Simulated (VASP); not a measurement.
# SiNi (Pnma) in VASP: a series of runs

The runs below take SiNi through single point, with PBE.

Everything below comes from runs of VASP 6.6.1. Logs are shortened: lines on timing, memory, paths and dates and some standing lists are left out, and cuts for length are marked.

## (1) The cell of the first run

The structure is orthorhombic, space group Pnma (No. 62). Conventional cell: a = 5.173 Å, b = 3.338 Å, c = 5.605 Å, α = 90.00°, β = 90.00°, γ = 90.00°. Si (site symmetry m) has 6 Ni at 2.28 to 2.40 Å and 2 Si at 2.66 Å within 3.0 Å. Ni (site symmetry m) has 6 Si at 2.28 to 2.40 Å and 4 Ni at 2.68 to 2.69 Å within 3.0 Å.

## (2) Single point, PBE

INCAR reads:

```
PREC     = Accurate       # precision mode
ENCUT    = 520            # plane-wave cutoff, eV
EDIFF    = 1E-6           # SCF threshold, eV
ISMEAR   = 0              # smearing method
SIGMA    = 0.1            # smearing width, eV
LREAL    = F              # projectors in reciprocal space
LASPH    = T              # aspherical terms in the spheres
NELM     = 80             # most SCF steps
ALGO     = Normal         # electronic algorithm
ISIF     = 2              # what is computed and relaxed
LWAVE    = F              # write WAVECAR
LCHARG   = T              # write CHGCAR
GGA      = PE             # functional
LELF     = T              # ELF
LVHAR    = T            
NBANDS   = 38             # bands
```

KPOINTS reads:

```
regular mesh
0
Gamma
  4 6 4
```

POSCAR reads:

```
SiNi
1.0
    5.1731000000      0.0000000000      0.0000000000
    0.0000000000      3.3381000000      0.0000000000
    0.0000000000      0.0000000000      5.6049000000
Si Ni
4 4
Direct
    0.3212800000      0.7500000000      0.0825000000
    0.1787200000      0.2500000000      0.5825000000
    0.8212800000      0.7500000000      0.4175000000
    0.6787200000      0.2500000000      0.9175000000
    0.0077900000      0.2500000000      0.1875200000
    0.4922100000      0.7500000000      0.6875200000
    0.5077900000      0.2500000000      0.3124800000
    0.9922100000      0.7500000000      0.8124800000
```

Potentials or basis: VASP PAW PBE potentials, release 64 (Si, Ni).

On the command line:

```
$ cat potpaw_PBE.64/Si/POTCAR potpaw_PBE.64/Ni/POTCAR > POTCAR
$ mpirun -np 1 vasp_std > vasp.out
```

OUTCAR:

```text
PREC = Accurate
   ENCUT = 520
   EDIFF = 1E-6
   ISMEAR = 0
   LREAL = F
   LASPH = T
   NELM = 80
   ISIF = 2
   GGA = PE

 ion  position               nearest neighbor table
   1  0.321  0.750  0.083-   8 2.28   7 2.32   7 2.32   6 2.38   5 2.40   5 2.40   4 2.66   4 2.66

   2  0.179  0.250  0.583-   7 2.28   8 2.32   8 2.32   5 2.38   6 2.40   6 2.40   3 2.66   3 2.66

   3  0.821  0.750  0.417-   6 2.28   5 2.32   5 2.32   8 2.38   7 2.40   7 2.40   2 2.66   2 2.66

   4  0.679  0.250  0.917-   5 2.28   6 2.32   6 2.32   7 2.38   8 2.40   8 2.40   1 2.66   1 2.66

   5  0.008  0.250  0.188-   4 2.28   3 2.32   3 2.32   2 2.38   1 2.40   1 2.40   7 2.68   7 2.68
                             8 2.69   8 2.69
   6  0.492  0.750  0.688-   3 2.28   4 2.32   4 2.32   1 2.38   2 2.40   2 2.40   8 2.68   8 2.68
                             7 2.69   7 2.69
   7  0.508  0.250  0.312-   2 2.28   1 2.32   1 2.32   4 2.38   3 2.40   3 2.40   5 2.68   5 2.68
                             6 2.69   6 2.69
   8  0.992  0.750  0.812-   1 2.28   2 2.32   2 2.32   3 2.38   4 2.40   4 2.40   6 2.68   6 2.68
                             5 2.69   5 2.69

  LATTYP: Found a simple orthorhombic cell.
 ALAT       =     3.3381000000
 B/A-ratio  =     1.5497139091
 C/A-ratio  =     1.6790689314

  Lattice vectors:

 A1 = (   0.0000000000,  -3.3381000000,   0.0000000000)
 A2 = (   5.1731000000,   0.0000000000,   0.0000000000)
 A3 = (   0.0000000000,   0.0000000000,   5.6049000000)

Analysis of symmetry for initial positions (statically):
=====================================================================
 Subroutine PRICEL returns:
 Original cell was already a primitive cell.

 Routine SETGRP: Setting up the symmetry group for a
 simple orthorhombic supercell.

 Subroutine GETGRP returns: Found  8 space group operations
 (whereof  2 operations were pure point group operations)
 out of a pool of  8 trial point group operations.

The static configuration has the point symmetry S_2 .
 The point group associated with its full space group is D_2h.

Analysis of symmetry for dynamics (positions and initial velocities):
=====================================================================
 Subroutine PRICEL returns:
 Original cell was already a primitive cell.

 Routine SETGRP: Setting up the symmetry group for a
 simple orthorhombic supercell.

 Subroutine GETGRP returns: Found  8 space group operations
 (whereof  2 operations were pure point group operations)
 out of a pool of  8 trial point group operations.

The dynamic configuration has the point symmetry S_2 .
 The point group associated with its full space group is D_2h.

 Subroutine INISYM returns: Found  8 space group operations
 (whereof  2 operations are pure point group operations),
 and found     1 'primitive' translations

----------------------------------------------------------------------------------------

                                     Primitive cell

  volume of cell :      96.7872

  direct lattice vectors                    reciprocal lattice vectors
     5.173100000  0.000000000  0.000000000     0.193307688  0.000000000  0.000000000
     0.000000000  3.338100000  0.000000000     0.000000000  0.299571613  0.000000000
     0.000000000  0.000000000  5.604900000     0.000000000  0.000000000  0.178415315

  length of vectors
     5.173100000  3.338100000  5.604900000     0.193307688  0.299571613  0.178415315

  position of ions in fractional coordinates (direct lattice)
     0.321280000  0.750000000  0.082500000
     0.178720000  0.250000000  0.582500000
     0.821280000  0.750000000  0.417500000
     0.678720000  0.250000000  0.917500000
     0.007790000  0.250000000  0.187520000
     0.492210000  0.750000000  0.687520000
     0.507790000  0.250000000  0.312480000
     0.992210000  0.750000000  0.812480000

  ion indices of the primitive-cell ions
   primitive index   ion index
                 1           1
                 2           2
                 3           3
                 4           4
                 5           5
                 6           6
                 7           7
                 8           8

----------------------------------------------------------------------------------------

 KPOINTS: regular mesh

Automatic generation of k-mesh.
 Grid dimensions read from file:
 generate k-points for:    4    6    4

 Generating k-lattice:

  Cartesian coordinates                     Fractional coordinates (reciprocal lattice)
     0.048326922  0.000000000  0.000000000     0.250000000  0.000000000  0.000000000
     0.000000000  0.049928602  0.000000000     0.000000000  0.166666667  0.000000000
     0.000000000  0.000000000  0.044603829     0.000000000  0.000000000  0.250000000

  Length of vectors
     0.048326922  0.049928602  0.044603829

  Shift w.r.t. Gamma in fractional coordinates (k-lattice)
     0.000000000  0.000000000  0.000000000

 Subroutine IBZKPT returns following result:
 ===========================================

 Found     36 irreducible k-points:

 Following reciprocal coordinates:
            Coordinates               Weight
  0.000000  0.000000  0.000000      1.000000
  0.250000  0.000000  0.000000      2.000000
  0.500000  0.000000  0.000000      1.000000
  0.000000  0.166667  0.000000      2.000000
  0.250000  0.166667  0.000000      4.000000
  0.500000  0.166667  0.000000      2.000000
[... 16 lines left out ...]
  0.250000  0.500000  0.250000      4.000000
  0.500000  0.500000  0.250000      2.000000
 [... further k-points ...]
   k-points           NKPTS =     36   k-points in BZ     NKDIM =     36   number of bands    NBANDS=     38
   number of dos      NEDOS =    301   number of ions     NIONS =      8
   total plane-waves  NPLWV =  47040
   dimension x,y,z NGX =    40 NGY =   28 NGZ =   42
   dimension x,y,z NGXF=    80 NGYF=   56 NGZF=   84
   ions per type =               4   4
   NGX,Y,Z   is equivalent  to a cutoff of  12.85, 13.94, 12.46 a.u.
   NGXF,Y,Z  is equivalent  to a cutoff of  25.71, 27.89, 24.92 a.u.
 SYSTEM =  unknown system
   PREC   = accura    normal or accurate (medium, high low for compatibility)
   ISTART =      0    job   : 0-new  1-cont  2-samecut
   ICHARG =      2    charge: 1-file 2-atom 10-const
   ISPIN  =      1    spin polarized calculation?
   LNONCOLLINEAR =      F non collinear calculations
   LSORBIT =      F    spin-orbit coupling
   LASPH  =      T    aspherical Exc in radial PAW
   ENCUT  =  520.0 eV  38.22 Ry    6.18 a.u.   9.62  6.21 10.42*2*pi/ulx,y,z
   NELM   =     80;   NELMIN=  2; NELMDL= -5     # of ELM steps
   EDIFF  = 0.1E-05   stopping-criterion for ELM
   LREAL  =      F    real-space projection
   EDIFFG = 0.1E-04   stopping-criterion for IOM
   NSW    =      0    number of steps for IOM
   IBRION =     -1    ionic relax: 0-MD 1-quasi-New 2-CG
   NFREE  =      0    steps in history (QN), initial steepest desc. (CG)
   ISIF   =      2    stress and relaxation
   ISYM   =      2    0-nonsym 1-usesym 2-fastsym
   POTIM  = 0.5000    time-step for ionic-motion
   TEBEG  =    0.0;   TEEND  =   0.0 temperature during run
   PSTRESS=    0.0 pullay stress
   NELECT =      56.0000    total number of electrons
   NUPDOWN=      -1.0000    fix difference up-down
   EMIN   =  10.00;   EMAX   =-10.00  energy-range for DOS
   EFERMI =   0.00;   METHOD = LEGACY
   ISMEAR =     0;   SIGMA  =   0.10  broadening in eV -4-tet -1-fermi 0-gaus
   EFERMI_NEDOS =   21; number of points for ismear=-14 and -15
   IALGO  =     38    algorithm
   IMIX   =      4    mixing-type and parameters
     AMIX     =   0.40;   BMIX     =  1.00
     AMIX_MAG =   1.60;   BMIX_MAG =  1.00
  volume/ion in A,a.u.               =      12.10        81.64
  Fermi-wavevector in a.u.,A,eV,Ry     =   1.364158  2.577886 25.319466  1.860928
  Thomas-Fermi vector in A             =   2.490499
   LORBIT       =      0    0 simple, 1 ext, 2 COOP (PROOUT), +10 PAW based schemes
   GGA     = PE    functional components
   LHFCALC =     F    Hartree Fock is set to
   AEXX    =    0.0000 exact exchange contribution
   IVDW    =     0    specifies the selected vdW correction
   LEPSILON=     F    determine dielectric tensor
   LRPA    =     F    only Hartree local field effects (RPA)
 non-spin polarized calculation
 Gauss-broadening in eV      SIGMA  =   0.10
  energy-cutoff  :      520.00
  volume of cell :       96.79
 maximum number of plane-waves:      2624
 NGX is ok and might be reduce to    40
   NGX = 19   NGY = 13   NGZ = 21

 number of electron      55.9999991 magnetization

 Free energy of the ion-electron system (eV)
  ---------------------------------------------------
  ext. energy  EPLUGINS =         0.00000000
  ---------------------------------------------------
  free energy    TOTEN  =       -47.63500063 eV

  energy without entropy =      -47.62953351  energy(sigma->0) =      -47.63226707

 E-fermi :  10.3687     XC(G=0): -12.2173

 val. band max:       10.2737251382   @ k =   0.2500   0.0000   0.5000
 cond. band min:      10.4562002551   @ k =   0.0000   0.3333   0.0000
 fundamental gap:      0.1824751169
 Fermi energy:        10.3687052136

 k-point     1 :       0.0000    0.0000    0.0000
  band No.  band energies     occupation
      1      -2.5625      2.00000
      2       0.7430      2.00000
      3       2.1003      2.00000
      4       2.5971      2.00000
      5       3.9256      2.00000
      6       4.3993      2.00000
[... 30 lines left out ...]
     37      16.8621      0.00000
     38      17.1806      0.00000

 k-point     2 :       0.2500    0.0000    0.0000
  band No.  band energies     occupation
      1      -2.2314      2.00000
      2       0.0602      2.00000
      3       2.1127      2.00000
      4       2.2993      2.00000
      5       3.9981      2.00000
      6       5.0171      2.00000
[... 30 lines left out ...]
     37      15.7374      0.00000
     38      16.8578      0.00000
[... 859 lines left out ...]
     37      16.8594      0.00000
     38      16.8594      0.00000

 k-point    24 :       0.5000    0.5000    0.2500
  band No.  band energies     occupation
      1       1.6926      2.00000
      2       1.6926      2.00000
      3       1.6926      2.00000
      4       1.6926      2.00000
      5       4.4355      2.00000
      6       4.4355      2.00000
[... 30 lines left out ...]
     37      16.7286      0.00000
     38      16.7286      0.00000

 [... further k-points ...]
[... 5 lines left out ...]
  --------------------------------------------------------------------------------------
  -------------------------------------------------------------------------------------
  Total        1.8404156      0.3905789      0.9421551     -0.0000000      0.0000000      0.0000000
  in kB       30.4655066      6.4654878     15.5960595     -0.0000000      0.0000000      0.0000000
  external PRESSURE =      17.5090180 kB  Pullay stress =       0.0000000 kB

 VOLUME and BASIS-vectors are now :
 -----------------------------------------------------------------------------
  energy-cutoff  :      520.00
  volume of cell :       96.79
      direct lattice vectors                 reciprocal lattice vectors
     5.173100000  0.000000000  0.000000000     0.193307688  0.000000000  0.000000000
     0.000000000  3.338100000  0.000000000     0.000000000  0.299571613  0.000000000
     0.000000000  0.000000000  5.604900000     0.000000000  0.000000000  0.178415315

 POSITION                                       TOTAL-FORCE (eV/Angst)
 -----------------------------------------------------------------------------------
      1.66201      2.50357      0.46240         0.009833     -0.000000      0.013001
      0.92454      0.83452      3.26485        -0.009833     -0.000000      0.013001
      4.24856      2.50357      2.34005         0.009833     -0.000000     -0.013001
      3.51109      0.83452      5.14250        -0.009833     -0.000000     -0.013001
      0.04030      0.83452      1.05103         0.029199     -0.000000      0.009961
      2.54625      2.50357      3.85348        -0.029199      0.000000      0.009961
      2.62685      0.83452      1.75142         0.029199     -0.000000     -0.009961
      5.13280      2.50357      4.55387        -0.029199     -0.000000     -0.009961
 -----------------------------------------------------------------------------------
    total drift:                                0.000000      0.000000     -0.000000

  FREE ENERGIE OF THE ION-ELECTRON SYSTEM (eV)
  ---------------------------------------------------
  free  energy   TOTEN  =       -47.6350006301 eV

  energy  without entropy=      -47.6295335105  energy(sigma->0) =      -47.63226707
```

Wall time 4.2 min (1 thread of Intel Xeon 8259CL, shared host); peak memory 0.26 GiB.

What came out:

- Free energy: -47.6350 eV
- Pressure: 1.8 GPa
- Largest force: 0.031 eV/Å
- Band gap on the k mesh: zero (bands 28 and 29 overlap by 1.59 eV)

Forces in eV/Å, atoms in the order of the input:
```
Si   0.010  0.000  0.013
Si  -0.010  0.000  0.013
Si   0.010  0.000 -0.013
Si  -0.010  0.000 -0.013
Ni   0.029  0.000  0.010
Ni  -0.029  0.000  0.010
Ni   0.029  0.000 -0.010
Ni  -0.029  0.000 -0.010
```

[end of part 1 of 2]

The gap in the log of VASP goes by the Fermi energy; the results here count the filled bands.